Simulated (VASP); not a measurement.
Input of a VASP 6.6.1 run:

File INCAR:

```
SYSTEM = B2O
PREC = Accurate ; ENCUT = 520
EDIFF = 1E-7 ; ISMEAR = 1
SIGMA = 0.05 ; LREAL = .FALSE.
LASPH = .TRUE. ; NELM = 60
ALGO = Normal ; ISIF = 2
LWAVE = .FALSE. ; LCHARG = .TRUE.
GGA = PE ; LELF = .TRUE.
LVHAR = .TRUE. ; NBANDS = 21
```

Contents of KPOINTS:

```
regular mesh
0
G
  9 9 3
  0 0 0
```

File POSCAR:

```
B2O
1.0
    2.8790000000      0.0000000000      0.0000000000
   -1.4395000000      2.4932871375      0.0000000000
    0.0000000000      0.0000000000      7.0520000000
O B
2 4
Direct
    0.3333333333      0.6666666667      0.6940000000
    0.6666666667      0.3333333333      0.3060000000
    0.3333333333      0.6666666667      0.9770000000
    0.6666666667      0.3333333333      0.0230000000
    0.0000000000      0.0000000000      0.6200000000
    0.0000000000      0.0000000000      0.3800000000
```

Potentials or basis: VASP PAW PBE potentials, release 64 (O, B).

Launch:

```console
$ cat potpaw_PBE.64/O/POTCAR potpaw_PBE.64/B/POTCAR > POTCAR
$ mpirun -np 1 vasp_std > vasp.out
```

Predict the pressure.

-18.9 GPa.

What does it give for the band gap on the k mesh?

Zero (band 12 reaches 6.71 eV, above the bottom of band 13 at 5.50 eV).

Stress tensor (GPa, compression positive):
```
-28.67   0.00   0.00
  0.00 -28.67   0.00
  0.00   0.00   0.55
```
